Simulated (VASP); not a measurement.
Here is a VASP 6.6.1 calculation.

File POSCAR:

```
SrCl2
1.0
    0.0000000000      3.4977180853      3.4977180853
    3.4977180853      0.0000000000      3.4977180853
    3.4977180853      3.4977180853      0.0000000000
Sr Cl
1 2
Direct
    0.0000000000      0.0000000000      0.0000000000
    0.2500000000      0.2500000000      0.2500000000
    0.7500000000      0.7500000000      0.7500000000
```

File INCAR.step1:

```
SYSTEM = SrCl2
PREC = Accurate
ENCUT = 520
EDIFF = 1E-5
ISMEAR = 0
SIGMA = 0.01
LREAL = .FALSE.
LASPH = .TRUE.
NELM = 80
ALGO = Normal
ISIF = 2
LWAVE = .TRUE.
LCHARG = .FALSE.
NBANDS = 19
GGA = PE
```

File INCAR.step2:

```
SYSTEM = SrCl2
PREC = Accurate
ENCUT = 520
EDIFF = 1E-6
ISMEAR = 0
SIGMA = 0.01
LREAL = .FALSE.
LASPH = .TRUE.
NELM = 80
ALGO = Normal
ISIF = 2
LWAVE = .FALSE.
LCHARG = .FALSE.
GGA = PE
LHFCALC = .TRUE.
AEXX = 0.15
HFSCREEN = 0.5
PRECFOCK = Normal
NBANDS = 19
ISTART = 1
```

Contents of KPOINTS:

```
regular mesh
0
G
  4 4 4
  0 0 0
```

Potentials or basis: VASP PAW PBE potentials, release 64 (Sr_sv, Cl).

The run is started by

```console
$ cat potpaw_PBE.64/Sr_sv/POTCAR potpaw_PBE.64/Cl/POTCAR > POTCAR
$ cp INCAR.step1 INCAR
$ mpirun -np 1 vasp_std > vasp.out
$ cp INCAR.step2 INCAR
$ mpirun -np 1 vasp_std > vasp.out
```

(1) Estimate the band gap on the k mesh.

(2) Estimate the pressure.

## Answers

(1) 5.71 eV (least direct gap 5.92 eV).

(2) 0.5 GPa.

Caveat: the structure was generated, so it needn't be the stable form of SrCl2; the PAW data sets were made with another functional, which shifts forces and pressure a little.
